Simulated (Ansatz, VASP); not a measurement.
## PbSe2 in VASP and in Ansatz

Contents of POSCAR:

```
PbSe2
1.0
    0.0000000000      3.5132647308      3.5132647308
    3.5132647308      0.0000000000      3.5132647308
    3.5132647308      3.5132647308      0.0000000000
Pb Se
1 2
Direct
    0.0000000000      0.0000000000      0.0000000000
    0.2500000000      0.2500000000      0.2500000000
    0.7500000000      0.7500000000      0.7500000000
```

INCAR.step1

```
PREC     = Accurate       # precision mode
ENCUT    = 520            # plane-wave cutoff, eV
ISMEAR   = -1             # smearing method
SIGMA    = 0.03           # smearing width, eV
LREAL    = False          # projectors in reciprocal space
LASPH    = True           # aspherical terms in the spheres
NELM     = 80             # most SCF steps
NBANDS   = 20             # bands
GGA      = PE             # functional
ALGO     = Normal         # electronic algorithm
EDIFF    = 1E-4           # SCF threshold, eV
LWAVE    = True           # write WAVECAR
LCHARG   = False          # write CHGCAR
```

INCAR.step2

```
PREC     = Accurate       # precision mode
ENCUT    = 520            # plane-wave cutoff, eV
EDIFF    = 1E-6           # SCF threshold, eV
ISMEAR   = -1             # smearing method
SIGMA    = 0.03           # smearing width, eV
LREAL    = False          # projectors in reciprocal space
LASPH    = True           # aspherical terms in the spheres
NELM     = 80             # most SCF steps
ALGO     = Normal         # electronic algorithm
ISIF     = 2              # what is computed and relaxed
LWAVE    = False          # write WAVECAR
LCHARG   = False          # write CHGCAR
METAGGA  = R2SCAN         # meta-GGA
LMIXTAU  = True         
LUSE_VDW = True         
IVDW_NL  = 2            
BPARAM   = 11.95        
CPARAM   = 0.0093       
NBANDS   = 20             # bands
ISTART   = 1
```

KPOINTS

```
Automatic mesh
0
Gamma
  8 8 8
```

Input for Ansatz:

```yaml
crystal:
  lattice:
    - [0.0, 3.5132647308, 3.5132647308]
    - [3.5132647308, 0.0, 3.5132647308]
    - [3.5132647308, 3.5132647308, 0.0]
  atoms:
    - { symbol: Pb, position: [0.0, 0.0, 0.0] }
    - { symbol: Se, position: [0.25, 0.25, 0.25] }
    - { symbol: Se, position: [0.75, 0.75, 0.75] }
kpoints:
  mp_grid: { grid: [8, 8, 8] }
  band_path:
    path:
      - [0.0, 0.0, 0.0]
      - [0.5, 0.0, 0.5]
      - [0.625, 0.25, 0.625]
      - [0.375, 0.375, 0.75]
      - [0.5, 0.5, 0.5]
      - [0.5, 0.25, 0.75]
    npoints: 1
hamiltonian:
  xc: r2scan
  dispersion: rvv10
scf:
  occupations: { method: fermi_dirac, width: 0.03 }
  n_extra_bands: 4
output:
  forces: true
  stress: true
  eigenvalues: true
```

Alike in both runs: task single point; functional r2SCAN; dispersion rVV10; k mesh 8 × 8 × 8; occupations fermi-dirac, width 0.03 eV; no spin polarisation.

|  | VASP | Ansatz |
| --- | --- | --- |
| version | VASP 6.6.1 | Ansatz 0.2.0 |
| potentials or method | VASP PAW PBE potentials, release 64 (Pb_d, Se) | plane waves, PAW |
| plane-wave cutoff (eV) | 520 | 500 |
| valence electrons in the cell | 26 | 46 |

|  | VASP | Ansatz | Ansatz less VASP |
| --- | --- | --- | --- |
| pressure (GPa) | 0.1 | -0.1 | -0.19 |

VASP's potentials were made for PBE, not for r2SCAN. VASP's potentials hold 26 valence electrons a cell and Ansatz's 46, so a difference there can come from the potentials and not from the codes.

Spin-orbit coupling is off throughout.
